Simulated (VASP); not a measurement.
# TiO2 (P3_121) in VASP: settings compared

Aim: see how the results for TiO2 move with the level of theory and the settings. Levels: PBEsol+D3(BJ), BLYP+D4, PBE. Tasks: single point.

Everything below comes from runs of VASP 6.6.1. Logs are shortened: lines on timing, memory, paths and dates and some standing lists are left out, and cuts for length are marked.

**1. The cell of the first run**

It takes space group P3_121 (No. 152, trigonal). The conventional cell has a = 5.376 Å, b = 5.376 Å, c = 5.854 Å, α = 90.00°, β = 90.00°, γ = 120.00°. Within 2.4 Å of Ti (site symmetry 2) lie 4 O at 1.80 to 1.81 Å. O (site symmetry 1) has 2 Ti at 1.80 to 1.81 Å within 2.4 Å.

**2. Single point, PBEsol+D3(BJ)**

INCAR reads:

```
PREC = Accurate
ENCUT = 520
EDIFF = 1E-7
ISMEAR = -1
SIGMA = 0.05
LREAL = False
LASPH = True
NELM = 60
ALGO = Normal
ISIF = 2
LWAVE = False
LCHARG = True
GGA = PS
IVDW = 12
LELF = True
LVHAR = True
NBANDS = 46
```

KPOINTS reads:

```
regular mesh
0
Gamma
  6 6 5
```

POSCAR reads:

```
TiO2
1.0
    5.3755111139      0.0000000000      0.0000000000
   -2.6877555570      4.6553291830      0.0000000000
    0.0000000000      0.0000000000      5.8539884759
Ti O
3 6
Direct
    0.4510639277      0.0000000000      0.3333333333
    0.0000000000      0.4510639277      0.6666666667
    0.5489360723      0.5489360723      0.0000000000
    0.5898694569      0.8848238608      0.1003851661
    0.7050455961      0.1151761392      0.5662815006
    0.2949544039      0.4101305431      0.7670518328
    0.8848238608      0.5898694569      0.8996148339
    0.1151761392      0.7050455961      0.4337184994
    0.4101305431      0.2949544039      0.2329481672
```

Potentials or basis: VASP PAW PBE potentials, release 64 (Ti_sv, O).

Started as:

```console
$ cat potpaw_PBE.64/Ti_sv/POTCAR potpaw_PBE.64/O/POTCAR > POTCAR
$ mpirun -np 1 vasp_std > vasp.out
```

OUTCAR:

```text
PREC = Accurate
   ENCUT = 520
   EDIFF = 1E-7
   ISMEAR = -1
   LREAL = False
   LASPH = True
   NELM = 60
   ISIF = 2
   GGA = PS
   IVDW = 12
 IVDW          = 12

 ion  position               nearest neighbor table
   1  0.451  0.000  0.333-   8 1.80   9 1.80   4 1.81   5 1.81
   2  0.000  0.451  0.667-   6 1.80   5 1.80   7 1.81   8 1.81
   3  0.549  0.549  0.000-   7 1.80   4 1.80   6 1.81   9 1.81
   4  0.590  0.885  0.100-   3 1.80   1 1.81
   5  0.705  0.115  0.566-   2 1.80   1 1.81
   6  0.295  0.410  0.767-   2 1.80   3 1.81
   7  0.885  0.590  0.900-   3 1.80   2 1.81
   8  0.115  0.705  0.434-   1 1.80   2 1.81
   9  0.410  0.295  0.233-   1 1.80   3 1.81

  LATTYP: Found a hexagonal cell.
 ALAT       =     5.3755111139
 C/A-ratio  =     1.0890105800

  Lattice vectors:

 A1 = (   5.3755111139,   0.0000000000,   0.0000000000)
 A2 = (  -2.6877555570,   4.6553291830,   0.0000000000)
 A3 = (   0.0000000000,   0.0000000000,   5.8539884759)

Analysis of symmetry for initial positions (statically):
=====================================================================
 Subroutine PRICEL returns:
 Original cell was already a primitive cell.

 Routine SETGRP: Setting up the symmetry group for a
 hexagonal supercell.

 Subroutine GETGRP returns: Found  6 space group operations
 (whereof  2 operations were pure point group operations)
 out of a pool of 24 trial point group operations.

The static configuration has the point symmetry C_2 .
 The point group associated with its full space group is D_3 .

Analysis of symmetry for dynamics (positions and initial velocities):
=====================================================================
 Subroutine PRICEL returns:
 Original cell was already a primitive cell.

 Routine SETGRP: Setting up the symmetry group for a
 hexagonal supercell.

 Subroutine GETGRP returns: Found  6 space group operations
 (whereof  2 operations were pure point group operations)
 out of a pool of 24 trial point group operations.

The dynamic configuration has the point symmetry C_2 .
 The point group associated with its full space group is D_3 .

 Subroutine INISYM returns: Found  6 space group operations
 (whereof  2 operations are pure point group operations),
 and found     1 'primitive' translations

----------------------------------------------------------------------------------------

                                     Primitive cell

  volume of cell :     146.4947

  direct lattice vectors                    reciprocal lattice vectors
     5.375511114  0.000000000  0.000000000     0.186028822  0.107403790  0.000000000
    -2.687755557  4.655329183  0.000000000     0.000000000  0.214807581  0.000000000
     0.000000000  0.000000000  5.853988476     0.000000000  0.000000000  0.170823705

  length of vectors
     5.375511114  5.375511114  5.853988476     0.214807581  0.214807581  0.170823705

  position of ions in fractional coordinates (direct lattice)
     0.451063928  0.000000000  0.333333333
     0.000000000  0.451063928  0.666666667
     0.548936072  0.548936072  0.000000000
     0.589869457  0.884823861  0.100385166
     0.705045596  0.115176139  0.566281501
     0.294954404  0.410130543  0.767051833
     0.884823861  0.589869457  0.899614834
     0.115176139  0.705045596  0.433718499
     0.410130543  0.294954404  0.232948167

  ion indices of the primitive-cell ions
   primitive index   ion index
                 1           1
                 2           2
                 3           3
                 4           4
                 5           5
                 6           6
                 7           7
                 8           8
                 9           9

----------------------------------------------------------------------------------------

 KPOINTS: regular mesh

Automatic generation of k-mesh.
 Grid dimensions read from file:
 generate k-points for:    6    6    5

 Generating k-lattice:

  Cartesian coordinates                     Fractional coordinates (reciprocal lattice)
     0.031004804  0.017900632  0.000000000     0.166666667  0.000000000  0.000000000
     0.000000000  0.035801263  0.000000000     0.000000000  0.166666667  0.000000000
     0.000000000  0.000000000  0.034164741     0.000000000  0.000000000  0.200000000

  Length of vectors
     0.035801263  0.035801263  0.034164741

  Shift w.r.t. Gamma in fractional coordinates (k-lattice)
     0.000000000  0.000000000  0.000000000

 Subroutine IBZKPT returns following result:
 ===========================================

 Found     27 irreducible k-points:

 Following reciprocal coordinates:
            Coordinates               Weight
  0.000000  0.000000  0.000000      1.000000
  0.166667  0.000000  0.000000      6.000000
  0.333333  0.000000  0.000000      6.000000
  0.500000  0.000000  0.000000      3.000000
  0.166667  0.166667  0.000000      6.000000
  0.333333  0.166667  0.000000     12.000000
[... 16 lines left out ...]
  0.500000  0.000000  0.400000      6.000000
  0.166667  0.166667  0.400000     12.000000
 [... further k-points ...]
   k-points           NKPTS =     27   k-points in BZ     NKDIM =     27   number of bands    NBANDS=     46
   number of dos      NEDOS =    301   number of ions     NIONS =      9
   total plane-waves  NPLWV =  76800
   dimension x,y,z NGX =    40 NGY =   40 NGZ =   48
   dimension x,y,z NGXF=    80 NGYF=   80 NGZF=   96
   ions per type =               3   6
   NGX,Y,Z   is equivalent  to a cutoff of  12.37, 12.37, 13.63 a.u.
   NGXF,Y,Z  is equivalent  to a cutoff of  24.74, 24.74, 27.26 a.u.
 SYSTEM =  unknown system
   PREC   = accura    normal or accurate (medium, high low for compatibility)
   ISTART =      0    job   : 0-new  1-cont  2-samecut
   ICHARG =      2    charge: 1-file 2-atom 10-const
   ISPIN  =      1    spin polarized calculation?
   LNONCOLLINEAR =      F non collinear calculations
   LSORBIT =      F    spin-orbit coupling
   LASPH  =      T    aspherical Exc in radial PAW
   ENCUT  =  520.0 eV  38.22 Ry    6.18 a.u.   9.99  9.99 10.88*2*pi/ulx,y,z
   NELM   =     60;   NELMIN=  2; NELMDL= -5     # of ELM steps
   EDIFF  = 0.1E-06   stopping-criterion for ELM
   LREAL  =      F    real-space projection
   EDIFFG = 0.1E-05   stopping-criterion for IOM
   NSW    =      0    number of steps for IOM
   IBRION =     -1    ionic relax: 0-MD 1-quasi-New 2-CG
   NFREE  =      0    steps in history (QN), initial steepest desc. (CG)
   ISIF   =      2    stress and relaxation
   ISYM   =      2    0-nonsym 1-usesym 2-fastsym
   POTIM  = 0.5000    time-step for ionic-motion
   TEBEG  =    0.0;   TEEND  =   0.0 temperature during run
   PSTRESS=    0.0 pullay stress
   NELECT =      72.0000    total number of electrons
   NUPDOWN=      -1.0000    fix difference up-down
   EMIN   =  10.00;   EMAX   =-10.00  energy-range for DOS
   EFERMI =   0.00;   METHOD = LEGACY
   ISMEAR =    -1;   SIGMA  =   0.05  broadening in eV -4-tet -1-fermi 0-gaus
   EFERMI_NEDOS =   21; number of points for ismear=-14 and -15
   IALGO  =     38    algorithm
   IMIX   =      4    mixing-type and parameters
     AMIX     =   0.40;   BMIX     =  1.00
     AMIX_MAG =   1.60;   BMIX_MAG =  1.00
  volume/ion in A,a.u.               =      16.28       109.84
  Fermi-wavevector in a.u.,A,eV,Ry     =   1.291948  2.441427 22.709883  1.669129
  Thomas-Fermi vector in A             =   2.423686
   LORBIT       =      0    0 simple, 1 ext, 2 COOP (PROOUT), +10 PAW based schemes
   GGA     = PS    functional components
   LHFCALC =     F    Hartree Fock is set to
   AEXX    =    0.0000 exact exchange contribution
   IVDW    =    12    specifies the selected vdW correction
   LEPSILON=     F    determine dielectric tensor
   LRPA    =     F    only Hartree local field effects (RPA)
 non-spin polarized calculation
  energy-cutoff  :      520.00
  volume of cell :      146.49
 maximum number of plane-waves:      3960
   NGX = 19   NGY = 19   NGZ = 21

 number of electron      71.9999997 magnetization

 Free energy of the ion-electron system (eV)
  ---------------------------------------------------
  ext. energy  EPLUGINS =         0.00000000
  ---------------------------------------------------
  free energy    TOTEN  =       -83.07037582 eV

  energy without entropy =      -83.07037582  energy(sigma->0) =      -83.07037582

 E-fermi :   0.6960     XC(G=0):  -8.8304

 val. band max:       -0.3889397430   @ k =   0.5000   0.0000   0.0000
 cond. band min:       3.2842541331   @ k =   0.0000   0.0000   0.4000
 fundamental gap:      3.6731938761
 Fermi energy:         0.6960378415

 k-point     1 :       0.0000    0.0000    0.0000
  band No.  band energies     occupation
      1     -55.3362      2.00000
      2     -55.3173      2.00000
      3     -55.3173      2.00000
      4     -31.9324      2.00000
      5     -31.9001      2.00000
      6     -31.9001      2.00000
[... 38 lines left out ...]
     45       5.3310      0.00000
     46       5.8071      0.00000

 k-point     2 :       0.1667    0.0000    0.0000
  band No.  band energies     occupation
      1     -55.3351      2.00000
      2     -55.3184      2.00000
      3     -55.3173      2.00000
      4     -31.9324      2.00000
      5     -31.9063      2.00000
      6     -31.9044      2.00000
[... 38 lines left out ...]
     45       5.5829      0.00000
     46       5.8343      0.00000

 k-point     3 :       0.3333    0.0000    0.0000
  band No.  band energies     occupation
      1     -55.3322      2.00000
      2     -55.3213      2.00000
      3     -55.3173      2.00000
      4     -31.9320      2.00000
      5     -31.9165      2.00000
      6     -31.9094      2.00000
[... 1018 lines left out ...]
     45       5.7798      0.00000
     46       5.8504      0.00000

 k-point    24 :       0.1667    0.1667    0.4000
  band No.  band energies     occupation
      1     -55.3305      2.00000
      2     -55.3260      2.00000
      3     -55.3144      2.00000
      4     -31.9297      2.00000
      5     -31.9177      2.00000
      6     -31.9075      2.00000
[... 38 lines left out ...]
     45       5.4598      0.00000
     46       6.2187      0.00000

 [... further k-points ...]

------------------------ aborting loop because EDIFF is reached ----------------------------------------

 Edisp (eV)   -1.22618

 E8    (eV) :    -0.7701

  FORCE on cell =-STRESS in cart. coord.  units (eV):
  Direction    XX          YY          ZZ          XY          YZ          ZX
  --------------------------------------------------------------------------------------
  -------------------------------------------------------------------------------------
  Total       0.52122     0.52122     0.53182    -0.00000     0.00000     0.00000
  in kB       5.70047     5.70047     5.81640    -0.00000     0.00000     0.00000
  external pressure =        5.74 kB  Pullay stress =        0.00 kB

 VOLUME and BASIS-vectors are now :
 -----------------------------------------------------------------------------
  energy-cutoff  :      520.00
  volume of cell :      146.49
      direct lattice vectors                 reciprocal lattice vectors
     5.375511114  0.000000000  0.000000000     0.186028822  0.107403790  0.000000000
    -2.687755557  4.655329183  0.000000000     0.000000000  0.214807581  0.000000000
     0.000000000  0.000000000  5.853988476     0.000000000  0.000000000  0.170823705

 POSITION                                       TOTAL-FORCE (eV/Angst)
 -----------------------------------------------------------------------------------
      2.42470      0.00000      1.95133        -0.010124     -0.000000      0.000000
     -1.21235      2.09985      3.90266         0.005062     -0.008768     -0.000000
      1.47541      2.55548      0.00000         0.005062      0.008768      0.000000
      0.79266      4.11915      0.58765         0.015585      0.047075     -0.033268
      3.48042      0.53618      3.31501         0.015585     -0.047075      0.033268
      0.48320      1.90929      4.49031         0.032975     -0.037034     -0.033268
      3.17096      2.74604      5.26633         0.032975      0.037034      0.033268
     -1.27586      3.28222      2.53898        -0.048560     -0.010041     -0.033268
      1.41190      1.37311      1.36368        -0.048560      0.010041      0.033268
 -----------------------------------------------------------------------------------
    total drift:                                0.000002      0.000002     -0.000000

  FREE ENERGIE OF THE ION-ELECTRON SYSTEM (eV)
  ---------------------------------------------------
  free  energy   TOTEN  =       -84.2965542993 eV

  energy  without entropy=      -84.2965542992  energy(sigma->0) =      -84.29655430
```

It took 3.3 min on 1 thread of Intel Xeon Platinum 8488C (Sapphire Rapids), shared host; peak memory 0.33 GiB.

What came out:

```
Free energy                : -84.2966 eV
Pressure                   : 0.6 GPa
Largest force              : 0.060 eV/Å
Band gap on the k mesh     : 3.67 eV (least direct gap 3.76 eV)
Dispersion energy per atom : -0.136 eV
```

Forces in eV/Å, atoms in the order of the input:
```
Ti  -0.010  0.000  0.000
Ti   0.005 -0.009  0.000
Ti   0.005  0.009  0.000
O    0.016  0.047 -0.033
O    0.016 -0.047  0.033
O    0.033 -0.037 -0.033
O    0.033  0.037  0.033
O   -0.049 -0.010 -0.033
O   -0.049  0.010  0.033
```

Caveat: the PAW data sets were made with another functional, which shifts forces and pressure a little; an odd mesh through Γ misses points on the zone boundary, where band edges can lie.

**3. Single point, BLYP+D4**

This run uses another cell than the first one, of 18.95 Å³/atom.

INCAR reads:

```
SYSTEM = TiO2
  AGGAC = 1.0
  AGGAX = 1.0
  ALDAC = 0.0
  ALDAX = 1.0
  ALGO = Normal
  EDIFF = 1E-6
  ENCUT = 520
  GGA = B5
  ISIF = 2
  ISMEAR = -1
  IVDW = 13
  LASPH = .TRUE.
  LCHARG = .FALSE.
  LREAL = .FALSE.
  LWAVE = .FALSE.
  NBANDS = 46
  NELM = 100
  PREC = Accurate
  SIGMA = 0.05
  VDW_A1 = 0.44488865
  VDW_A2 = 4.0933009
  VDW_S6 = 1.0
  VDW_S8 = 2.34076671
```

KPOINTS reads:

```
k-points
0
G
  6 6 5
  0 0 0
```

POSCAR reads:

```
TiO2
1.0
    5.6502922066      0.0000000000      0.0000000000
   -2.8251461033      4.8932965897      0.0000000000
    0.0000000000      0.0000000000      6.1683253688
Ti O
3 6
Direct
    0.4681814694      0.0000000000      0.3333333333
    0.0000000000      0.4681814694      0.6666666667
    0.5318185306      0.5318185306      0.0000000000
    0.5780737436      0.8440010649      0.1267464903
    0.7340726787      0.1559989351      0.5399201763
    0.2659273213      0.4219262564      0.7934131570
    0.8440010649      0.5780737436      0.8732535097
    0.1559989351      0.7340726787      0.4600798237
    0.4219262564      0.2659273213      0.2065868430
```

Potentials or basis: VASP PAW PBE potentials, release 64 (Ti_sv, O).

Started as:

```console
$ cat potpaw_PBE.64/Ti_sv/POTCAR potpaw_PBE.64/O/POTCAR > POTCAR
$ mpirun -np 1 vasp_std > vasp.out
```

OUTCAR:

```text
SYSTEM = TiO2
   EDIFF = 1E-6
   ENCUT = 520
   GGA = B5
   ISIF = 2
   ISMEAR = -1
   IVDW = 13
   LASPH = .TRUE.
   LREAL = .FALSE.
   NELM = 100
   PREC = Accurate

 ion  position               nearest neighbor table
   1  0.468  0.000  0.333-   9 1.82   8 1.82   4 1.83   5 1.83
   2  0.000  0.468  0.667-   6 1.82   5 1.82   8 1.83   7 1.83
   3  0.532  0.532  0.000-   4 1.82   7 1.82   9 1.83   6 1.83
   4  0.578  0.844  0.127-   3 1.82   1 1.83
   5  0.734  0.156  0.540-   2 1.82   1 1.83
   6  0.266  0.422  0.793-   2 1.82   3 1.83
   7  0.844  0.578  0.873-   3 1.82   2 1.83
[... 1398 lines left out ...]
  in kB       8.58723     8.58723     8.68223     0.00000     0.00000    -0.00000
  external pressure =        8.62 kB  Pullay stress =        0.00 kB

 VOLUME and BASIS-vectors are now :
 -----------------------------------------------------------------------------
  energy-cutoff  :      520.00
  volume of cell :      170.55
      direct lattice vectors                 reciprocal lattice vectors
     5.650292207  0.000000000  0.000000000     0.176981997  0.102180604  0.000000000
    -2.825146103  4.893296590  0.000000000     0.000000000  0.204361208  0.000000000
     0.000000000  0.000000000  6.168325369     0.000000000  0.000000000  0.162118556

 POSITION                                       TOTAL-FORCE (eV/Angst)
 -----------------------------------------------------------------------------------
      2.64536      0.00000      2.05611        -0.013655     -0.000000     -0.000000
     -1.32268      2.29095      4.11222         0.006828     -0.011826      0.000000
      1.50247      2.60235      0.00000         0.006828      0.011826     -0.000000
      0.88186      4.12995      0.78181         0.027928      0.052766     -0.033784
      3.70701      0.76335      3.33040         0.027928     -0.052766      0.033784
      0.31056      2.06461      4.89403         0.031732     -0.050570     -0.033784
      3.13571      2.82869      5.38651         0.031732      0.050570      0.033784
     -1.19242      3.59204      2.83792        -0.059661     -0.002196     -0.033784
      1.63272      1.30126      1.27429        -0.059661      0.002196      0.033784
 -----------------------------------------------------------------------------------
    total drift:                                0.000002      0.000002     -0.000000

  FREE ENERGIE OF THE ION-ELECTRON SYSTEM (eV)
  ---------------------------------------------------
  free  energy   TOTEN  =       -80.2565950327 eV

  energy  without entropy=      -80.2565950327  energy(sigma->0) =      -80.25659503
```

stdout:

```text
POSCAR found type information on POSCAR TiO
 POSCAR found :  2 types and       9 ions
 scaLAPACK will be used
 -----------------------------------------------------------------------------
|                                                                             |
|                                                                             |
|     You enforced a specific xc type in the INCAR file but a different       |
|     I HOPE YOU KNOW WHAT YOU ARE DOING!                                     |
|                                                                             |
 -----------------------------------------------------------------------------

 LDA part: xc-table for (Slater(with rela. corr.)+VWN5), standard interpolation
 POSCAR, INCAR and KPOINTS ok, starting setup
 FFT: planning ... GRIDC
 FFT: planning ... GRID_SOFT
 FFT: planning ... GRID
 WAVECAR not read
 entering main loop
```

Run time: 8.6 min. Hardware: 1 thread of Intel Xeon 8259CL, shared host; peak memory 0.36 GiB.

Results:

| Property | Result |
| --- | --- |
| Free energy | -80.2566 eV |
| Pressure | 0.9 GPa |
| Largest force | 0.069 eV/Å |
| Band gap on the k mesh | 3.48 eV (least direct gap 3.49 eV) |
| Dispersion energy per atom | -0.278 eV |

Forces on the atoms (eV/Å):
```
Ti  -0.014  0.000  0.000
Ti   0.007 -0.012  0.000
Ti   0.007  0.012  0.000
O    0.028  0.053 -0.034
O    0.028 -0.053  0.034
O    0.032 -0.051 -0.034
O    0.032  0.051  0.034
O   -0.060 -0.002 -0.034
O   -0.060  0.002  0.034
```

Levels at points of the mesh, in eV from the valence-band top:
```
           k point  band 34  band 35  band 36  band 37  band 38  band 39
(0.00, 0.00, 0.00)    -0.27    -0.27    -0.26     3.48     4.05     4.05
(0.50, 0.00, 0.00)    -0.78    -0.16     0.00     3.71     3.73     4.02
```

Caveat: the PAW data sets were made with another functional, which shifts forces and pressure a little; an odd mesh through Γ misses points on the zone boundary, where band edges can lie.

(Part 1 of 2 ends here.)
